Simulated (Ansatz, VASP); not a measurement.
AlN in VASP and in Ansatz

```xyz
4
Lattice="0.0000 -2.0353 -2.0353 0.0000 2.0353 -2.0353 4.0706 0.0000 0.0000" Properties=species:S:1:pos:R:3 pbc="T T T"
Al    0.0001    0.0000   -2.0353
Al    2.0352    0.0000    0.0000
N     1.9891    0.0000   -2.0353
N     0.0462    2.0353   -2.0353
```

Change from the starting cell: mode 10 frozen in at +0.000 Å and mode 12 at -0.046 Å (largest displacements).

Alike in both runs: task single point; functional PBE; k mesh 8 × 8 × 6; occupations gaussian, width 0.05 eV; no spin polarisation.

|  | VASP | Ansatz |
| --- | --- | --- |
| version | VASP 6.6.1 | Ansatz 0.2.0 |
| potentials or method | VASP PAW PBE potentials, release 64 (Al, N), cutoff 600 eV | scalar-relativistic, plane waves, PAW |
| valence electrons in the cell | 16 | 16 |

VASP gave:

- gap on the k mesh at the Fermi level (eV): 4.39
- least direct gap on the mesh (eV): 4.45
- pressure (GPa): 0.1
- traceless stress, the component that is largest in VASP (GPa): 0.48
- rms of the force components (eV/Å): 0.478

Q: What did Ansatz give for the same quantities?

A: gap on the k mesh at the Fermi level (eV): 4.41; least direct gap on the mesh (eV): 4.48; pressure (GPa): 0.5; traceless stress, the component that is largest in VASP (GPa): 0.48; rms of the force components (eV/Å): 0.477.

Atom by atom the forces differ by 0.002 eV/Å (rms over components). With one functional, cell and mesh, what is left measures potentials, basis and numerics.
